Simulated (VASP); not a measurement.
# SiBi2Te5 in VASP: a series of runs

SiBi2Te5 is run at these levels: PBE; tasks: single point, relaxation of cell and atoms.

Everything below comes from runs of VASP 6.6.1. Logs are shortened: lines on timing, memory, paths and dates and some standing lists are left out, and cuts for length are marked.

### 1 The cell of the first run

The typed cell holds 8 atoms: a = 4.187 Å, b = 4.188 Å, c = 17.283 Å, α = 90.02°, β = 90.25°, γ = 120.01°.

### 2 Single point, PBE

File INCAR:

```
ALGO = Normal
EDIFF = 1E-6
ENCUT = 520
GGA = PE
ISIF = 2
ISMEAR = 0
LASPH = T
LCHARG = F
LREAL = F
LWAVE = F
NBANDS = 42
NELM = 60
PREC = Accurate
SIGMA = 0.2
```

File KPOINTS:

```
k-points
0
Gamma
  6 6 2
```

File POSCAR:

```
SiBi2Te5
1.0
    4.1867206688     -0.0006761817     -0.0091832765
   -2.0939392950      3.6267555507     -0.0006279833
   -0.0364960164     -0.0239384570     17.2833128374
Si Bi Te
1 2 5
Direct
    0.9988678438     -0.0014167692      0.4999998733
    0.3365460733      0.6689787574      0.1257499154
    0.6647591161      0.3327887816      0.8742453475
    0.3309273670      0.6645805850      0.4135234403
    0.6668078272      0.3326585811      0.5864902504
    0.6726417149      0.3370831541      0.2331540343
    0.3288279382      0.6645160852      0.7668341753
    0.0006221195      0.0008108249      1.0000029634
```

Potentials or basis: VASP PAW PBE potentials, release 64 (Si, Bi_d, Te).

Launch:

```bash
$ cat potpaw_PBE.64/Si/POTCAR potpaw_PBE.64/Bi_d/POTCAR potpaw_PBE.64/Te/POTCAR > POTCAR
$ mpirun -np 1 vasp_std > vasp.out
```

OUTCAR:

```text
EDIFF = 1E-6
   ENCUT = 520
   GGA = PE
   ISIF = 2
   ISMEAR = 0
   LASPH = T
   LREAL = F
   NELM = 60
   PREC = Accurate

 ion  position               nearest neighbor table
   1  0.999  0.999  0.500-   4 2.84   5 2.84   4 2.84   5 2.84   5 2.84   4 2.84
   2  0.337  0.669  0.126-   6 3.05   6 3.05   6 3.05   8 3.25   8 3.25   8 3.25
   3  0.665  0.333  0.874-   7 3.05   7 3.05   7 3.05   8 3.25   8 3.25   8 3.25
   4  0.331  0.665  0.414-   1 2.84   1 2.84   1 2.84
   5  0.667  0.333  0.586-   1 2.84   1 2.84   1 2.84
   6  0.673  0.337  0.233-   2 3.05   2 3.05   2 3.05
   7  0.329  0.665  0.767-   3 3.05   3 3.05   3 3.05
   8  0.001  0.001  0.000-   3 3.25   2 3.25   2 3.25   3 3.25   2 3.25   3 3.25

  LATTYP: Found a triclinic cell.
 ALAT       =     4.1866790813
 B/A-ratio  =     1.0000123519
 C/A-ratio  =     4.1281807402
 COS(alpha) =     0.0043048148
 COS(beta)  =     0.0045985682
 COS(gamma) =     0.4997307314

  Lattice vectors:

 A1 = (   2.0927813738,   3.6260793690,  -0.0098112598)
 A2 = (   4.1867206688,  -0.0006761817,  -0.0091832765)
 A3 = (   0.0364960164,   0.0239384570, -17.2833128374)

Analysis of symmetry for initial positions (statically):
=====================================================================
 Subroutine PRICEL returns:
 Original cell was already a primitive cell.

 Routine SETGRP: Setting up the symmetry group for a
 triclinic supercell.

 Subroutine GETGRP returns: Found  1 space group operations
 (whereof  1 operations were pure point group operations)
 out of a pool of  2 trial point group operations.

The static configuration has the point symmetry C_1 .

Analysis of symmetry for dynamics (positions and initial velocities):
=====================================================================
 Subroutine PRICEL returns:
 Original cell was already a primitive cell.

 Routine SETGRP: Setting up the symmetry group for a
 triclinic supercell.

 Subroutine GETGRP returns: Found  1 space group operations
 (whereof  1 operations were pure point group operations)
 out of a pool of  2 trial point group operations.

The dynamic configuration has the point symmetry C_1 .

 Subroutine INISYM returns: Found  1 space group operations
 (whereof  1 operations are pure point group operations),
 and found     1 'primitive' translations

----------------------------------------------------------------------------------------

                                     Primitive cell

  volume of cell :     262.4073

  direct lattice vectors                    reciprocal lattice vectors
     4.186720669 -0.000676182 -0.009183277     0.238874222  0.137916259  0.000695437
    -2.093939295  3.626755551 -0.000627983     0.000045374  0.275754800  0.000382033
    -0.036496016 -0.023938457 17.283312837     0.000126925  0.000083300  0.057859661

  length of vectors
     4.186730795  4.187832135 17.283367949     0.275830151  0.275755068  0.057859860

  position of ions in fractional coordinates (direct lattice)
     0.998867844  0.998583231  0.499999873
     0.336546073  0.668978757  0.125749915
     0.664759116  0.332788782  0.874245348
     0.330927367  0.664580585  0.413523440
     0.666807827  0.332658581  0.586490250
     0.672641715  0.337083154  0.233154034
     0.328827938  0.664516085  0.766834175
     0.000622120  0.000810825  0.000002963

  ion indices of the primitive-cell ions
   primitive index   ion index
                 1           1
                 2           2
                 3           3
                 4           4
                 5           5
                 6           6
                 7           7
                 8           8

----------------------------------------------------------------------------------------

 KPOINTS: k-points

Automatic generation of k-mesh.
 Grid dimensions read from file:
 generate k-points for:    6    6    2

 Generating k-lattice:

  Cartesian coordinates                     Fractional coordinates (reciprocal lattice)
     0.039812370  0.022986043  0.000115906     0.166666667  0.000000000  0.000000000
     0.000007562  0.045959133  0.000063672    -0.000000000  0.166666667 -0.000000000
     0.000063462  0.000041650  0.028929831    -0.000000000  0.000000000  0.500000000

  Length of vectors
     0.045971692  0.045959178  0.028929930

  Shift w.r.t. Gamma in fractional coordinates (k-lattice)
     0.000000000  0.000000000  0.000000000

 Subroutine IBZKPT returns following result:
 ===========================================

 Found     40 irreducible k-points:

 Following reciprocal coordinates:
            Coordinates               Weight
  0.000000  0.000000  0.000000      1.000000
  0.166667 -0.000000  0.000000      2.000000
  0.333333 -0.000000  0.000000      2.000000
  0.500000 -0.000000  0.000000      1.000000
 -0.000000  0.166667  0.000000      2.000000
  0.166667  0.166667  0.000000      2.000000
[... 16 lines left out ...]
  0.333333  0.000000  0.500000      2.000000
[... 29 lines left out ...]
   TEBEG  =    0.0;   TEEND  =   0.0 temperature during run
   PSTRESS=    0.0 pullay stress
   NELECT =      64.0000    total number of electrons
   NUPDOWN=      -1.0000    fix difference up-down
   EMIN   =  10.00;   EMAX   =-10.00  energy-range for DOS
   EFERMI =   0.00;   METHOD = LEGACY
   ISMEAR =     0;   SIGMA  =   0.20  broadening in eV -4-tet -1-fermi 0-gaus
   EFERMI_NEDOS =   21; number of points for ismear=-14 and -15
   IALGO  =     38    algorithm
   IMIX   =      4    mixing-type and parameters
     AMIX     =   0.40;   BMIX     =  1.00
     AMIX_MAG =   1.60;   BMIX_MAG =  1.00
  volume/ion in A,a.u.               =      32.80       221.35
  Fermi-wavevector in a.u.,A,eV,Ry     =   1.022844  1.932895 14.234557  1.046210
  Thomas-Fermi vector in A             =   2.156546
   LORBIT       =      0    0 simple, 1 ext, 2 COOP (PROOUT), +10 PAW based schemes
   GGA     = PE    functional components
   LHFCALC =     F    Hartree Fock is set to
   AEXX    =    0.0000 exact exchange contribution
   IVDW    =     0    specifies the selected vdW correction
   LEPSILON=     F    determine dielectric tensor
   LRPA    =     F    only Hartree local field effects (RPA)
 non-spin polarized calculation
 Gauss-broadening in eV      SIGMA  =   0.20
  energy-cutoff  :      520.00
  volume of cell :      262.41
 maximum number of plane-waves:      7110
   NGX = 15   NGY = 15   NGZ = 65

 number of electron      63.9999997 magnetization

 Free energy of the ion-electron system (eV)
  ---------------------------------------------------
  ext. energy  EPLUGINS =         0.00000000
  ---------------------------------------------------
  free energy    TOTEN  =       -29.31885205 eV

  energy without entropy =      -29.27770719  energy(sigma->0) =      -29.29827962

 E-fermi :   5.6664     XC(G=0):  -9.1762

 val. band max:        5.5903169316   @ k =   0.5000  -0.0000   0.5000
 cond. band min:       5.7060747433   @ k =   0.0000   0.0000   0.5000
 fundamental gap:      0.1157578117
 Fermi energy:         5.6663905653

 k-point     1 :       0.0000    0.0000    0.0000
  band No.  band energies     occupation
      1     -17.4194      2.00000
      2     -17.4193      2.00000
      3     -17.4186      2.00000
      4     -17.4185      2.00000
      5     -17.4040      2.00000
      6     -17.4026      2.00000
[... 34 lines left out ...]
     41       8.3085      0.00000
     42       8.3348      0.00000

 k-point     2 :       0.1667   -0.0000    0.0000
  band No.  band energies     occupation
      1     -17.4212      2.00000
      2     -17.4202      2.00000
      3     -17.4140      2.00000
      4     -17.4132      2.00000
      5     -17.4016      2.00000
      6     -17.4000      2.00000
[... 34 lines left out ...]
     41       8.8894      0.00000
     42       9.0022      0.00000

 k-point     3 :       0.3333   -0.0000    0.0000
  band No.  band energies     occupation
      1     -17.4267      2.00000
      2     -17.4253      2.00000
      3     -17.4069      2.00000
      4     -17.4059      2.00000
      5     -17.4053      2.00000
      6     -17.4046      2.00000
[... 897 lines left out ...]
      4     -17.4059      2.00000
      5     -17.4053      2.00000
      6     -17.4046      2.00000
[... 34 lines left out ...]
     41       9.5001      0.00000
     42       9.5701      0.00000

 k-point    24 :       0.5000   -0.0000    0.5000
  band No.  band energies     occupation
      1     -17.4299      2.00000
      2     -17.4283      2.00000
      3     -17.4095      2.00000
      4     -17.4078      2.00000
      5     -17.4047      2.00000
      6     -17.4028      2.00000
[... 34 lines left out ...]
     41       9.2544      0.00000
     42       9.8260      0.00000

 [... further k-points ...]
[... 5 lines left out ...]
  --------------------------------------------------------------------------------------
  -------------------------------------------------------------------------------------
  Total       -0.0300733     -0.0363353     -0.0226753      0.0034673      0.0113889      0.0241138
  in kB       -0.1836184     -0.2218519     -0.1384482      0.0211704      0.0695370      0.1472313
  external PRESSURE =      -0.1813062 kB  Pullay stress =       0.0000000 kB

 VOLUME and BASIS-vectors are now :
 -----------------------------------------------------------------------------
  energy-cutoff  :      520.00
  volume of cell :      262.41
      direct lattice vectors                 reciprocal lattice vectors
     4.186720669 -0.000676182 -0.009183277     0.238874222  0.137916259  0.000695437
    -2.093939295  3.626755551 -0.000627983     0.000045374  0.275754800  0.000382033
    -0.036496016 -0.023938457 17.283312837     0.000126925  0.000083300  0.057859661

 POSITION                                       TOTAL-FORCE (eV/Angst)
 -----------------------------------------------------------------------------------
      2.07276      3.60897      8.63185        -0.000250      0.000017      0.001062
      0.00363      2.42298      2.16986         0.000810     -0.000635     -0.013116
      2.05441      1.18557     15.10354         0.000963     -0.001550      0.012474
     -0.02118      2.40015      7.14360         0.000057      0.000269     -0.005493
      2.07377      1.19198     10.13016         0.000504      0.000455      0.004549
      2.10182      1.21648      4.02329        -0.001435     -0.000163      0.014826
     -0.04273      2.39146     13.25000        -0.001511      0.001394     -0.013945
      0.00091      0.00294      0.00004         0.000862      0.000213     -0.000357
 -----------------------------------------------------------------------------------
    total drift:                                0.000095      0.000069     -0.000148

  FREE ENERGIE OF THE ION-ELECTRON SYSTEM (eV)
  ---------------------------------------------------
  free  energy   TOTEN  =       -29.3188520510 eV

  energy  without entropy=      -29.2777071912  energy(sigma->0) =      -29.29827962
```

It took 13 min on 1 thread of Intel Xeon 8259CL, shared host; peak memory 0.6 GiB.

Results:

| Quantity | Value |
| --- | --- |
| Free energy | -29.3189 eV |
| Pressure | 0.0 GPa |
| Largest force | 0.015 eV/Å |
| Band gap on the k mesh | zero (bands 32 and 33 overlap by 0.64 eV) |

Forces in eV/Å, atoms in the order of the input:
```
Si   0.000  0.000  0.001
Bi   0.001 -0.001 -0.013
Bi   0.001 -0.002  0.012
Te   0.000  0.000 -0.005
Te   0.001  0.000  0.005
Te  -0.001  0.000  0.015
Te  -0.002  0.001 -0.014
Te   0.001  0.000  0.000
```

Caveat: spin-orbit coupling is left out, which moves the levels of the heavy elements.

### 3 Single point, PBE

File INCAR:

```
SYSTEM = SiBi2Te5
PREC     = Accurate       ! precision mode
ENCUT    = 520            ! plane-wave cutoff, eV
EDIFF    = 1E-6           ! SCF threshold, eV
ISMEAR   = 0              ! smearing method
SIGMA    = 0.1            ! smearing width, eV
LREAL    = .False.        ! projectors in reciprocal space
LASPH    = .True.         ! aspherical terms in the spheres
NELM     = 80             ! most SCF steps
ALGO     = Normal         ! electronic algorithm
ISIF     = 2              ! what is computed and relaxed
LWAVE    = .False.        ! write WAVECAR
LCHARG   = .False.        ! write CHGCAR
GGA      = PE             ! functional
NBANDS   = 42             ! bands
```

File KPOINTS:

```
Automatic mesh
0
Gamma
  12 12 2
  0 0 0
```

File POSCAR:

```
SiBi2Te5
1.0
    4.1868178565      0.0000000000      0.0000000000
   -2.0934089282      3.6258906248      0.0000000000
    0.0000000000      0.0000000000     17.2679831471
Si Bi Te
1 2 5
Direct
    0.0000000000      0.0000000000      0.5000000000
    0.3333333333      0.6666666667      0.1264785549
    0.6666666667      0.3333333333      0.8735214451
    0.3333333333      0.6666666667      0.4137889223
    0.6666666667      0.3333333333      0.5862110777
    0.6666666667      0.3333333333      0.2339136405
    0.3333333333      0.6666666667      0.7660863595
    0.0000000000      0.0000000000      0.0000000000
```

Potentials or basis: VASP PAW PBE potentials, release 64 (Si, Bi_d, Te).

Launch:

```bash
$ cat potpaw_PBE.64/Si/POTCAR potpaw_PBE.64/Bi_d/POTCAR potpaw_PBE.64/Te/POTCAR > POTCAR
$ mpirun -np 1 vasp_std > vasp.out
```

It took 6.5 min on 1 thread of Intel Xeon Platinum 8488C (Sapphire Rapids), shared host; peak memory 0.57 GiB.

It converged, with:

```
Free energy            : -29.3069 eV
Pressure               : 0.0 GPa
Largest force          : 0.012 eV/Å
Band gap on the k mesh : zero (bands 32 and 33 overlap by 0.62 eV)
```

Forces in eV/Å, atoms in the order of the input:
```
Si   0.000  0.000  0.000
Bi   0.000  0.000 -0.008
Bi   0.000  0.000  0.008
Te   0.000  0.000 -0.006
Te   0.000  0.000  0.006
Te   0.000  0.000  0.012
Te   0.000  0.000 -0.012
Te   0.000  0.000  0.000
```

Levels at points of the mesh, in eV from the Fermi level:
```csv
k point,band 29,band 30,band 31,band 32,band 33,band 34,band 35,band 36
"(0.00, 0.00, 0.00)",-0.74,-0.37,-0.37,0.23,0.42,1.28,1.47,1.47
"(0.50, 0.00, 0.00)",-1.12,-0.98,-0.87,-0.65,-0.38,1.24,1.44,1.79
"(0.00, 0.00, 0.50)",-0.80,-0.35,-0.35,0.06,0.47,1.29,1.46,1.46
"(0.50, 0.00, 0.50)",-1.50,-1.00,-0.67,-0.52,-0.07,1.09,1.17,1.71
```

Caveat: spin-orbit coupling is left out, which moves the levels of the heavy elements; this functional lacks dispersion, which binds layers or chains, so the pressure and a relaxed spacing across them are unreliable.

### 4 Relaxation of cell and atoms, PBE

This run uses another cell than the first one, of 29.88 Å³/atom.

File INCAR:

```
ALGO     = Normal         # electronic algorithm
EDIFF    = 1E-6           # SCF threshold, eV
EDIFFG   = -0.08          # ionic threshold
ENCUT    = 600            # plane-wave cutoff, eV
GGA      = PE             # functional
IBRION   = 2              # ionic algorithm
ISIF     = 3              # what is computed and relaxed
ISMEAR   = 0              # smearing method
LASPH    = True           # aspherical terms in the spheres
LCHARG   = False          # write CHGCAR
LREAL    = False          # projectors in reciprocal space
LWAVE    = False          # write WAVECAR
NELM     = 100            # most SCF steps
NSW      = 36             # ionic steps
PREC     = Accurate       # precision mode
SIGMA    = 0.2            # smearing width, eV
```

File KPOINTS:

```
k-points
0
Gamma
  5 5 1
```

File POSCAR:

```
SiBi2Te5
1.0
    4.1800000000      0.0000000000      0.0000000000
   -2.0900000000      3.6199861900      0.0000000000
    0.0000000000      0.0000000000     15.8000000000
Si Bi Te
1 2 5
Direct
    0.0000000000      0.0000000000      0.5000000000
    0.3333333300      0.6666666700      0.1300000000
    0.6666666700      0.3333333300      0.8700000000
    0.3333333300      0.6666666700      0.4000000000
    0.6666666700      0.3333333300      0.6000000000
    0.6666666700      0.3333333300      0.2405000000
    0.3333333300      0.6666666700      0.7595000000
    0.0000000000      0.0000000000      0.0000000000
```

Launch:

```bash
$ cat potpaw_PBE.64/Si/POTCAR potpaw_PBE.64/Bi_d/POTCAR potpaw_PBE.64/Te/POTCAR > POTCAR
$ mpirun -np 1 vasp_std > vasp.out
```

Wall time 4 min (1 thread of AMD EPYC 9R45 (Zen 5), shared host); peak memory 0.43 GiB.

It converged, with:

```yaml
Free_energy: -29.3178 eV
Relaxed_volume: 32.04 Å³/atom
Relaxed_cell: a = 4.222 Å, b = 4.222 Å, c = 16.606 Å, α = 90.00°, β = 90.00°, γ = 120.00°
Space_group_after_relaxing_to_0.1_Å: P-3m1 (No. 164)
Energy_gained_by_relaxing: 49.7 meV/atom
Ionic_steps: 9
Pressure_after_relaxing: 0.0 GPa
Largest_force_after_relaxing: 0.048 eV/Å
Band_gap_on_the_k_mesh: zero (bands 32 and 33 overlap by 0.24 eV)
```

Forces on the atoms (eV/Å):
```
Si   0.000  0.000  0.000
Bi   0.000  0.000 -0.048
Bi   0.000  0.000  0.048
Te   0.000  0.000 -0.031
Te   0.000  0.000  0.031
Te   0.000  0.000 -0.037
Te   0.000  0.000  0.037
Te   0.000  0.000  0.000
```

Stress tensor (GPa, compression positive):
```
-0.02  0.00  0.00
 0.00 -0.02  0.00
 0.00  0.00  0.11
```

Step by step:
| step | energy change (eV) | largest force (eV/Å) | pressure (GPa) | volume (Å³) |
| --- | --- | --- | --- | --- |
| 1 | 0.0000 | 0.9139 | 3.62 | 239.08 |
| 2 | -0.2060 | 0.8286 | -1.88 | 263.16 |
| 3 | -0.2449 | 0.8476 | -0.53 | 255.85 |
| 4 | -0.3127 | 0.6174 | -0.34 | 255.01 |
| 5 | -0.3797 | 0.2668 | 0.30 | 253.11 |
| 6 | -0.3938 | 0.1238 | -0.06 | 255.82 |
| 7 | -0.3958 | 0.1173 | -0.26 | 257.40 |
| 8 | -0.3966 | 0.1198 | 0.25 | 255.49 |
| 9 | -0.3979 | 0.0485 | 0.02 | 256.31 |

Final structure:
```
CELL_PARAMETERS angstrom
4.22173 0.00000 0.00000
-2.11086 3.65612 0.00000
0.00000 0.00000 16.60551
ATOMIC_POSITIONS crystal
Si 0.00000 0.00000 0.50000
Bi 0.33333 0.66667 0.12998
Bi 0.66667 0.33333 0.87002
Te 0.33333 0.66667 0.41235
Te 0.66667 0.33333 0.58765
Te 0.66667 0.33333 0.24194
Te 0.33333 0.66667 0.75806
Te 0.00000 0.00000 0.00000
```

Levels at points of the mesh, in eV from the Fermi level:
| k point | band 28 | band 29 | band 30 | band 31 | band 32 | band 33 | band 34 | band 35 | band 36 | band 37 |
| --- | --- | --- | --- | --- | --- | --- | --- | --- | --- | --- |
| (0.00, 0.00, 0.00) | -0.78 | -0.78 | -0.41 | -0.41 | 0.21 | 0.64 | 1.34 | 1.43 | 1.43 | 1.55 |

Caveat: the k points lie up to 0.38 Å⁻¹ apart in the final cell; spin-orbit coupling is left out, which moves the levels of the heavy elements; the relaxation stopped at a loose force limit of 0.08 eV/Å, so its end isn't a converged minimum.

### 5 The runs side by side

| task | cell | k mesh | cutoff (eV) | smearing | gap on the mesh (eV) | pressure (GPa) | largest force (eV/Å) |
| --- | --- | --- | --- | --- | --- | --- | --- |
| single point | a = 4.187, b = 4.188, c = 17.283 Å, angles 90.0, 90.2, 120.0°, 8 atoms, atomic positions A | 6 × 6 × 2 | 520 | gaussian 0.2 eV | none | 0.0 | 0.01 |
| single point | a = 4.187, b = 4.187, c = 17.268 Å, angles 90.0, 90.0, 120.0°, 8 atoms, atomic positions B | 12 × 12 × 2 | 520 | gaussian 0.1 eV | none | 0.0 | 0.01 |
| relaxation of cell and atoms | relaxed from a = 4.180, b = 4.180, c = 15.800 Å, angles 90.0, 90.0, 120.0°, 8 atoms, atomic positions C | 5 × 5 × 1 | 600 | gaussian 0.2 eV | none | 0.0 | 0.05 |

Alike in all rows: level PBE; potentials or basis VASP PAW PBE potentials, release 64 (Si, Bi_d, Te); no spin polarisation.

Caveats: some runs use coarse meshes; spin-orbit coupling is left out, which moves the levels of the heavy elements; this functional lacks dispersion, which binds layers or chains, so the pressure and a relaxed spacing across them are unreliable (at least some runs); the relaxation stopped at a loose force limit of 0.08 eV/Å, so its end isn't a converged minimum (at least some runs).

Total energies depend on the potentials used, so only differences within one code and one set of settings carry meaning.

The gap in the log of VASP goes by the Fermi energy; the results here count the filled bands.